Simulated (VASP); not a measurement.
Write the native input for VASP 6.6.1 that does the following.

| Quantity | Value |
| --- | --- |
| Task | single point |
| Functional | r2SCAN |
| Potentials or basis | VASP PAW PBE potentials, release 64 (Ba_sv, Zr_sv, O) |
| Cutoff | 520 eV |
| k mesh | 1 × 1 × 1, shifted |
| Occupations | fermi-dirac, width 0.05 eV |
| Spin | no spin polarisation |
| Dipole correction | no |
| Further INCAR settings | LREAL = Auto; ALGO = Normal; EDIFF = 1e-07; NBANDS = 186; ISYM = 0 |

The system is BaZrO3.

```
Ba Zr O
1.0
     8.36196    0.00000    0.00000
     0.00000    8.36196    0.00000
     0.00000    0.00000    8.36196
Ba Zr O
8 8 24
Direct
  0.00000 0.00000 0.00000
  0.00000 0.00000 0.50000
  0.00000 0.50000 0.00000
  0.00000 0.50000 0.50000
  0.50000 0.00000 0.00000
  0.50000 0.00000 0.50000
  0.50000 0.50000 0.00000
  0.50000 0.50000 0.50000
  0.25000 0.25000 0.25000
  0.25000 0.25000 0.75000
  0.25000 0.75000 0.25000
  0.25000 0.75000 0.75000
  0.75000 0.25000 0.25000
  0.75000 0.25000 0.75000
  0.75000 0.75000 0.25000
  0.75000 0.75000 0.75000
  0.25000 0.25000 0.00000
  0.25000 0.25000 0.50000
  0.25000 0.75000 0.00000
  0.25000 0.75000 0.50000
  0.75000 0.25000 0.00000
  0.75000 0.25000 0.50000
  0.75000 0.75000 0.00000
  0.75000 0.75000 0.50000
  0.00000 0.25000 0.25000
  0.00000 0.25000 0.75000
  0.00000 0.75000 0.25000
  0.00000 0.75000 0.75000
  0.50000 0.25000 0.25000
  0.50000 0.25000 0.75000
  0.50000 0.75000 0.25000
  0.50000 0.75000 0.75000
  0.25000 0.00000 0.25000
  0.25000 0.00000 0.75000
  0.25000 0.50000 0.25000
  0.25000 0.50000 0.75000
  0.75000 0.00000 0.25000
  0.75000 0.00000 0.75000
  0.75000 0.50000 0.25000
  0.75000 0.50000 0.75000
```

One way to write it, as run:

POSCAR

```
BaZrO3
1.0
    8.3619610000      0.0000000000      0.0000000000
    0.0000000000      8.3619610000      0.0000000000
    0.0000000000      0.0000000000      8.3619610000
Ba Zr O
8 8 24
Direct
    0.0000000000      0.0000000000      0.0000000000
    0.0000000000      0.0000000000      0.5000000000
    0.0000000000      0.5000000000      0.0000000000
    0.0000000000      0.5000000000      0.5000000000
    0.5000000000      0.0000000000      0.0000000000
    0.5000000000      0.0000000000      0.5000000000
    0.5000000000      0.5000000000      0.0000000000
    0.5000000000      0.5000000000      0.5000000000
    0.2500000000      0.2500000000      0.2500000000
    0.2500000000      0.2500000000      0.7500000000
    0.2500000000      0.7500000000      0.2500000000
    0.2500000000      0.7500000000      0.7500000000
    0.7500000000      0.2500000000      0.2500000000
    0.7500000000      0.2500000000      0.7500000000
    0.7500000000      0.7500000000      0.2500000000
    0.7500000000      0.7500000000      0.7500000000
    0.2500000000      0.2500000000      0.0000000000
    0.2500000000      0.2500000000      0.5000000000
    0.2500000000      0.7500000000      0.0000000000
    0.2500000000      0.7500000000      0.5000000000
    0.7500000000      0.2500000000      0.0000000000
    0.7500000000      0.2500000000      0.5000000000
    0.7500000000      0.7500000000      0.0000000000
    0.7500000000      0.7500000000      0.5000000000
    0.0000000000      0.2500000000      0.2500000000
    0.0000000000      0.2500000000      0.7500000000
    0.0000000000      0.7500000000      0.2500000000
    0.0000000000      0.7500000000      0.7500000000
    0.5000000000      0.2500000000      0.2500000000
    0.5000000000      0.2500000000      0.7500000000
    0.5000000000      0.7500000000      0.2500000000
    0.5000000000      0.7500000000      0.7500000000
    0.2500000000      0.0000000000      0.2500000000
    0.2500000000      0.0000000000      0.7500000000
    0.2500000000      0.5000000000      0.2500000000
    0.2500000000      0.5000000000      0.7500000000
    0.7500000000      0.0000000000      0.2500000000
    0.7500000000      0.0000000000      0.7500000000
    0.7500000000      0.5000000000      0.2500000000
    0.7500000000      0.5000000000      0.7500000000
```

INCAR.step1

```
SYSTEM = BaZrO3
  ALGO = Normal
  EDIFF = 1E-4
  ENCUT = 520
  GGA = PE
  ISMEAR = -1
  ISYM = 0
  LASPH = .True.
  LCHARG = .False.
  LREAL = Auto
  LWAVE = .True.
  NBANDS = 186
  NELM = 60
  PREC = Accurate
  SIGMA = 0.05
```

INCAR.step2

```
SYSTEM = BaZrO3
  ALGO = Normal
  EDIFF = 1E-7
  ENCUT = 520
  ISIF = 2
  ISMEAR = -1
  ISTART = 1
  ISYM = 0
  LASPH = .True.
  LCHARG = .False.
  LMIXTAU = .True.
  LREAL = Auto
  LWAVE = .False.
  METAGGA = R2SCAN
  NBANDS = 186
  NELM = 60
  PREC = Accurate
  SIGMA = 0.05
```

KPOINTS

```
Automatic mesh
0
Gamma
  1 1 1
  0.25 0.25 0.25
```

Potentials or basis: VASP PAW PBE potentials, release 64 (Ba_sv, Zr_sv, O).

Command:

```sh
$ cat potpaw_PBE.64/Ba_sv/POTCAR potpaw_PBE.64/Zr_sv/POTCAR potpaw_PBE.64/O/POTCAR > POTCAR
$ cp INCAR.step1 INCAR
$ mpirun -np 1 vasp_std > vasp.out
$ cp INCAR.step2 INCAR
$ mpirun -np 1 vasp_std > vasp.out
```

Results of the run:

```yaml
Pressure: 4.0 GPa
Band_gap_on_the_k_mesh: 4.54 eV
```

Caveat: the cell stands under pressure; the PAW data sets were made with another functional, which shifts forces and pressure a little; spin-orbit coupling is left out, which moves the levels of the heavy elements; a shifted mesh leaves out Γ, where band edges can lie.

Wall time 23 min on 1 thread of Intel(R) Xeon(R) Platinum 8559C (Emerald Rapids), with other jobs on the host, peak memory 0.81 GiB.
